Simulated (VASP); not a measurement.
# TiC (P1) in VASP: notebook

TiC is run at these levels: PBE; tasks: single point.

Everything below comes from runs of VASP 6.6.1. Logs are shortened: lines on timing, memory, paths and dates and some standing lists are left out, and cuts for length are marked.

### Step 1. The cell of the first run

The typed cell holds 2 atoms: a = 2.991 Å, b = 3.144 Å, c = 3.149 Å, α = 60.58°, β = 61.45°, γ = 59.69°.

### Step 2. Single point, PBE (atoms moved at random and the cell strained at random)

File INCAR:

```
SYSTEM = TiC
PREC = Accurate
ENCUT = 520
EDIFF = 1E-6
ISMEAR = 0
SIGMA = 0.1
LREAL = .FALSE.
LASPH = .TRUE.
NELM = 60
ALGO = Normal
ISIF = 2
LWAVE = .FALSE.
LCHARG = .FALSE.
GGA = PE
NBANDS = 15
```

File KPOINTS:

```
regular mesh
0
G
  14 14 14
  0 0 0
```

File POSCAR:

```
TiC
1.0
    0.0349918800      2.0860960000      2.1425547600
    2.2368186000     -0.0319406400      2.2094872800
    2.2677854400      2.1839953600     -0.0629074800
Ti C
1 1
Direct
   -0.0528049908      0.0318530499      0.0787569316
    0.5528049908      0.4681469501      0.4212430684
```

Potentials or basis: VASP PAW PBE potentials, release 64 (Ti_sv, C).

On the command line:

```
$ cat potpaw_PBE.64/Ti_sv/POTCAR potpaw_PBE.64/C/POTCAR > POTCAR
$ mpirun -np 1 vasp_std > vasp.out
```

OUTCAR:

```text
SYSTEM = TiC
   PREC = Accurate
   ENCUT = 520
   EDIFF = 1E-6
   ISMEAR = 0
   LREAL = .FALSE.
   LASPH = .TRUE.
   NELM = 60
   ISIF = 2
   GGA = PE

 ion  position               nearest neighbor table
   1  0.947  0.032  0.079-   2 1.74   2 2.08   2 2.17   2 2.34   2 2.36
   2  0.553  0.468  0.421-   1 1.74   1 2.08   1 2.17   1 2.34   1 2.36

  LATTYP: Found a triclinic cell.
 ALAT       =     5.3216652489
 B/A-ratio  =     0.5900233683
 C/A-ratio  =     0.5908366138
 COS(alpha) =     0.0119812798
 COS(beta)  =     0.3142920154
 COS(gamma) =     0.8629964604

  Lattice vectors:

 A1 = (   4.4346202800,  -2.0201372800,  -2.1385297200)
 A2 = (   2.2327935600,   0.0978993600,  -2.2054622400)
 A3 = (   2.2368186000,  -0.0319406400,   2.2094872800)

Analysis of symmetry for initial positions (statically):
=====================================================================
 Subroutine PRICEL returns:
 Original cell was already a primitive cell.

 Routine SETGRP: Setting up the symmetry group for a
 triclinic supercell.

 Subroutine GETGRP returns: Found  1 space group operations
 (whereof  1 operations were pure point group operations)
 out of a pool of  2 trial point group operations.

The static configuration has the point symmetry C_1 .

Analysis of symmetry for dynamics (positions and initial velocities):
=====================================================================
 Subroutine PRICEL returns:
 Original cell was already a primitive cell.

 Routine SETGRP: Setting up the symmetry group for a
 triclinic supercell.

 Subroutine GETGRP returns: Found  1 space group operations
 (whereof  1 operations were pure point group operations)
 out of a pool of  2 trial point group operations.

The dynamic configuration has the point symmetry C_1 .

 Subroutine INISYM returns: Found  1 space group operations
 (whereof  1 operations are pure point group operations),
 and found     1 'primitive' translations

----------------------------------------------------------------------------------------

                                     Primitive cell

  volume of cell :      21.1994

  direct lattice vectors                    reciprocal lattice vectors
     0.034991880  2.086096000  2.142554760    -0.227529565  0.242994830  0.233856867
     2.236818600 -0.031940640  2.209487280     0.226919173 -0.229301077  0.219552723
     2.267785440  2.183995360 -0.062907480     0.220649031  0.222420543 -0.220163115

  length of vectors
     2.990578849  3.144234675  3.149070321     0.406823334  0.390223902  0.382921258

  position of ions in fractional coordinates (direct lattice)
     0.947195009  0.031853050  0.078756932
     0.552804991  0.468146950  0.421243068

  ion indices of the primitive-cell ions
   primitive index   ion index
                 1           1
                 2           2

----------------------------------------------------------------------------------------

 KPOINTS: regular mesh

Automatic generation of k-mesh.
 Grid dimensions read from file:
 generate k-points for:   14   14   14

 Generating k-lattice:

  Cartesian coordinates                     Fractional coordinates (reciprocal lattice)
    -0.016252112  0.017356774  0.016704062     0.071428571  0.000000000  0.000000000
     0.016208512 -0.016378648  0.015682337     0.000000000  0.071428571  0.000000000
     0.015760645  0.015887182 -0.015725937     0.000000000 -0.000000000  0.071428571

  Length of vectors
     0.029058810  0.027873136  0.027351518

  Shift w.r.t. Gamma in fractional coordinates (k-lattice)
     0.000000000  0.000000000  0.000000000

 Subroutine IBZKPT returns following result:
 ===========================================

 Found   1376 irreducible k-points:

 Following reciprocal coordinates:
            Coordinates               Weight
  0.000000  0.000000  0.000000      1.000000
  0.071429 -0.000000  0.000000      2.000000
  0.142857  0.000000  0.000000      2.000000
  0.214286 -0.000000 -0.000000      2.000000
  0.285714 -0.000000 -0.000000      2.000000
  0.357143  0.000000  0.000000      2.000000
[... 16 lines left out ...]
  0.000000  0.142857  0.000000      2.000000
  0.071429  0.142857  0.000000      2.000000
 [... further k-points ...]
   k-points           NKPTS =   1376   k-points in BZ     NKDIM =   1376   number of bands    NBANDS=     15
   number of dos      NEDOS =    301   number of ions     NIONS =      2
   total plane-waves  NPLWV =  13824
   dimension x,y,z NGX =    24 NGY =   24 NGZ =   24
   dimension x,y,z NGXF=    48 NGYF=   48 NGZF=   48
   ions per type =               1   1
   NGX,Y,Z   is equivalent  to a cutoff of  13.34, 12.69, 12.67 a.u.
   NGXF,Y,Z  is equivalent  to a cutoff of  26.68, 25.38, 25.34 a.u.
 SYSTEM =  TiC
   PREC   = accura    normal or accurate (medium, high low for compatibility)
   ISTART =      0    job   : 0-new  1-cont  2-samecut
   ICHARG =      2    charge: 1-file 2-atom 10-const
   ISPIN  =      1    spin polarized calculation?
   LNONCOLLINEAR =      F non collinear calculations
   LSORBIT =      F    spin-orbit coupling
   LASPH  =      T    aspherical Exc in radial PAW
   ENCUT  =  520.0 eV  38.22 Ry    6.18 a.u.   5.56  5.85  5.86*2*pi/ulx,y,z
   NELM   =     60;   NELMIN=  2; NELMDL= -5     # of ELM steps
   EDIFF  = 0.1E-05   stopping-criterion for ELM
   LREAL  =      F    real-space projection
   EDIFFG = 0.1E-04   stopping-criterion for IOM
   NSW    =      0    number of steps for IOM
   IBRION =     -1    ionic relax: 0-MD 1-quasi-New 2-CG
   NFREE  =      0    steps in history (QN), initial steepest desc. (CG)
   ISIF   =      2    stress and relaxation
   ISYM   =      2    0-nonsym 1-usesym 2-fastsym
   POTIM  = 0.5000    time-step for ionic-motion
   TEBEG  =    0.0;   TEEND  =   0.0 temperature during run
   PSTRESS=    0.0 pullay stress
   NELECT =      16.0000    total number of electrons
   NUPDOWN=      -1.0000    fix difference up-down
   EMIN   =  10.00;   EMAX   =-10.00  energy-range for DOS
   EFERMI =   0.00;   METHOD = LEGACY
   ISMEAR =     0;   SIGMA  =   0.10  broadening in eV -4-tet -1-fermi 0-gaus
   EFERMI_NEDOS =   21; number of points for ismear=-14 and -15
   IALGO  =     38    algorithm
   IMIX   =      4    mixing-type and parameters
     AMIX     =   0.40;   BMIX     =  1.00
     AMIX_MAG =   1.60;   BMIX_MAG =  1.00
  volume/ion in A,a.u.               =      10.60        71.53
  Fermi-wavevector in a.u.,A,eV,Ry     =   1.490527  2.816689 30.227685  2.221672
  Thomas-Fermi vector in A             =   2.603298
   LORBIT       =      0    0 simple, 1 ext, 2 COOP (PROOUT), +10 PAW based schemes
   GGA     = PE    functional components
   LHFCALC =     F    Hartree Fock is set to
   AEXX    =    0.0000 exact exchange contribution
   IVDW    =     0    specifies the selected vdW correction
   LEPSILON=     F    determine dielectric tensor
   LRPA    =     F    only Hartree local field effects (RPA)
 non-spin polarized calculation
 Gauss-broadening in eV      SIGMA  =   0.10
  energy-cutoff  :      520.00
  volume of cell :       21.20
 maximum number of plane-waves:       584
 NGX is ok and might be reduce to    24
   NGX = 11   NGY = 11   NGZ = 11

 number of electron      15.9999999 magnetization

 Free energy of the ion-electron system (eV)
  ---------------------------------------------------
  ext. energy  EPLUGINS =         0.00000000
  ---------------------------------------------------
  free energy    TOTEN  =       -17.45667933 eV

  energy without entropy =      -17.45627717  energy(sigma->0) =      -17.45647825

 E-fermi :   8.8397     XC(G=0): -12.3470

 val. band max:        8.8358166500   @ k =  -0.0000   0.2143   0.2143
 cond. band min:       8.8520738855   @ k =   0.0000   0.2857   0.2143
 fundamental gap:      0.0162572356
 Fermi energy:         8.8397338722

 k-point     1 :       0.0000    0.0000    0.0000
  band No.  band energies     occupation
      1     -47.6018      2.00000
      2     -23.7503      2.00000
      3     -23.7022      2.00000
      4     -23.6448      2.00000
      5      -3.0850      2.00000
      6       6.9776      2.00000
      7       7.3668      2.00000
      8       7.6863      2.00000
      9       9.6374      0.00000
     10      10.7603      0.00000
     11      13.4534      0.00000
     12      13.9535      0.00000
     13      15.4849      0.00000
     14      17.8076      0.00000
     15      21.9948      0.00000

 k-point     2 :       0.0714   -0.0000    0.0000
  band No.  band energies     occupation
      1     -47.5980      2.00000
      2     -23.7605      2.00000
      3     -23.7056      2.00000
      4     -23.6636      2.00000
      5      -2.9693      2.00000
      6       6.8546      2.00000
      7       7.3054      2.00000
      8       7.6965      2.00000
      9       9.6518      0.00000
     10      10.6205      0.00000
     11      13.3499      0.00000
     12      13.9476      0.00000
     13      15.7676      0.00000
     14      18.0382      0.00000
     15      22.1614      0.00000

 k-point     3 :       0.1429    0.0000    0.0000
  band No.  band energies     occupation
      1     -47.5874      2.00000
      2     -23.8022      2.00000
      3     -23.7183      2.00000
      4     -23.6997      2.00000
      5      -2.6336      2.00000
      6       6.4438      2.00000
      7       7.1671      2.00000
      8       7.7018      2.00000
      9       9.7347      0.00000
     10      10.3930      0.00000
     11      12.7513      0.00000
     12      14.5160      0.00000
     13      16.2337      0.00000
     14      18.5468      0.00000
     15      22.5379      0.00000
[... 343 lines left out ...]
 k-point    23 :       0.0000    0.1429    0.0000
  band No.  band energies     occupation
      1     -47.5903      2.00000
      2     -23.8092      2.00000
      3     -23.7380      2.00000
      4     -23.6590      2.00000
      5      -2.6589      2.00000
      6       6.2202      2.00000
      7       7.6634      2.00000
      8       7.7640      2.00000
      9       9.4688      0.00000
     10      10.4993      0.00000
     11      12.6295      0.00000
     12      14.5649      0.00000
     13      16.1934      0.00000
     14      18.4159      0.00000
     15      22.5058      0.00000

 k-point    24 :       0.0714    0.1429    0.0000
  band No.  band energies     occupation
      1     -47.5916      2.00000
      2     -23.7829      2.00000
      3     -23.7473      2.00000
      4     -23.6619      2.00000
      5      -2.7174      2.00000
      6       6.3005      2.00000
      7       7.3752      2.00000
      8       7.9022      2.00000
      9       9.6770      0.00000
     10      10.3247      0.00000
     11      12.9153      0.00000
     12      14.4850      0.00000
     13      16.0153      0.00000
     14      18.4505      0.00000
     15      22.4815      0.00000

 [... further k-points ...]

------------------------ aborting loop because EDIFF is reached ----------------------------------------

  FORCE on cell =-STRESS in cart. coord.  units (eV):
  Direction    XX          YY          ZZ          XY          YZ          ZX
  --------------------------------------------------------------------------------------
  -------------------------------------------------------------------------------------
  Total        7.7104207      0.7434024     -0.4850811     -1.1125435      1.4025093      0.5638193
  in kB      582.7256714     56.1836647    -36.6606751    -84.0820114    105.9965727     42.6114232
  external PRESSURE =     200.7495537 kB  Pullay stress =       0.0000000 kB

 VOLUME and BASIS-vectors are now :
 -----------------------------------------------------------------------------
  energy-cutoff  :      520.00
  volume of cell :       21.20
      direct lattice vectors                 reciprocal lattice vectors
     0.034991880  2.086096000  2.142554760    -0.227529565  0.242994830  0.233856867
     2.236818600 -0.031940640  2.209487280     0.226919173 -0.229301077  0.219552723
     2.267785440  2.183995360 -0.062907480     0.220649031  0.222420543 -0.220163115

 POSITION                                       TOTAL-FORCE (eV/Angst)
 -----------------------------------------------------------------------------------
      0.28300      2.14693      2.09484        -6.056351     -0.695714      0.263642
      2.02179      2.05824      2.19228         6.056351      0.695714     -0.263642
 -----------------------------------------------------------------------------------
    total drift:                               -0.000389     -0.000144     -0.000065

  FREE ENERGIE OF THE ION-ELECTRON SYSTEM (eV)
  ---------------------------------------------------
  free  energy   TOTEN  =       -17.4566793307 eV

  energy  without entropy=      -17.4562771679  energy(sigma->0) =      -17.45647825
```

It took 2.2 min on 1 thread of Intel Xeon 6975P-C (Granite Rapids), shared host; peak memory 0.51 GiB.

What came out:

* Free energy: -17.4567 eV
* Pressure: 20.1 GPa
* Largest force: 6.102 eV/Å
* Band gap on the k mesh: zero (bands 8 and 9 overlap by 0.44 eV)

Forces in eV/Å, atoms in the order of the input:
```
Ti  -6.056 -0.696  0.264
C    6.056  0.696 -0.264
```

Caveat: the cell differs from its parent crystal (atoms moved at random and the cell strained at random); the stress differs along the axes, from -4 to 58 GPa; forces of over 1 eV/Å act on the atoms, so gaps and moduli don't describe the material at rest.

### Step 3. Single point, PBE (atoms moved at random and the cell strained at random)

File INCAR:

```
PREC = Accurate
ENCUT = 520
EDIFF = 1E-6
ISMEAR = 0
SIGMA = 0.1
LREAL = F
LASPH = T
NELM = 100
ALGO = Normal
ISIF = 2
LWAVE = F
LCHARG = F
GGA = PE
NBANDS = 15
```

File KPOINTS:

```
Automatic mesh
0
Gamma
  16 16 16
```

File POSCAR:

```
TiC
1.0
    0.0068598800      2.1282507200      2.1184478000
    2.0963317200      0.0131138400      2.1121938400
    2.0724195200      2.0980845600      0.0370260400
Ti C
1 1
Direct
   -0.0125878004      0.0199121996      0.0422874307
    0.5125878004      0.4800878004      0.4577125693
```

Potentials or basis: VASP PAW PBE potentials, release 64 (Ti_sv, C).

On the command line:

```
$ cat potpaw_PBE.64/Ti_sv/POTCAR potpaw_PBE.64/C/POTCAR > POTCAR
$ mpirun -np 1 vasp_std > vasp.out
```

Run time: 3.1 min. Hardware: 1 thread of Intel Xeon 6975P-C (Granite Rapids), shared host; peak memory 0.65 GiB.

Results (log left out):

```
Free energy            : -17.9426 eV
Pressure               : 44.6 GPa
Largest force          : 4.300 eV/Å
Band gap on the k mesh : zero (bands 8 and 9 overlap by 0.19 eV)
```

Forces in eV/Å, atoms in the order of the input:
```
Ti  -4.116 -1.183 -0.381
C    4.116  1.183  0.381
```

Stress tensor (GPa, compression positive):
```
69.67 -5.57 -4.33
-5.57 34.23 -4.73
-4.33 -4.73 29.93
```

Levels at points of the mesh, in eV from the Fermi level:
| k point | band 4 | band 5 | band 6 | band 7 | band 8 | band 9 | band 10 | band 11 | band 12 | band 13 |
| --- | --- | --- | --- | --- | --- | --- | --- | --- | --- | --- |
| (0.00, 0.00, 0.00) | -32.19 | -12.73 | -0.92 | -0.58 | -0.36 | 0.78 | 1.76 | 3.54 | 3.98 | 4.94 |
| (0.50, 0.00, 0.00) | -32.28 | -8.87 | -6.19 | -2.99 | -2.68 | 3.05 | 3.38 | 4.67 | 6.53 | 8.45 |
| (0.00, 0.50, 0.00) | -32.29 | -8.84 | -6.20 | -3.14 | -2.70 | 3.19 | 3.29 | 4.73 | 6.57 | 8.66 |
| (0.50, 0.50, 0.00) | -32.43 | -10.34 | -3.48 | -3.19 | -0.47 | 1.94 | 3.96 | 4.05 | 4.09 | 6.75 |
| (0.00, 0.00, 0.50) | -32.30 | -8.81 | -6.18 | -3.38 | -3.19 | 3.30 | 3.46 | 4.91 | 7.24 | 9.18 |
| (0.50, 0.00, 0.50) | -32.43 | -10.33 | -3.47 | -3.08 | -0.22 | 1.57 | 3.90 | 4.04 | 4.06 | 6.61 |
| (0.00, 0.50, 0.50) | -32.45 | -10.32 | -3.04 | -2.33 | -0.01 | 0.46 | 3.34 | 4.03 | 4.07 | 6.08 |
| (0.50, 0.50, 0.50) | -32.27 | -9.01 | -6.19 | -3.32 | -3.05 | 3.11 | 3.46 | 4.89 | 7.83 | 9.13 |

Caveat: the cell differs from its parent crystal (atoms moved at random and the cell strained at random); the stress differs along the axes, from 30 to 70 GPa; forces of over 1 eV/Å act on the atoms, so gaps and moduli don't describe the material at rest.
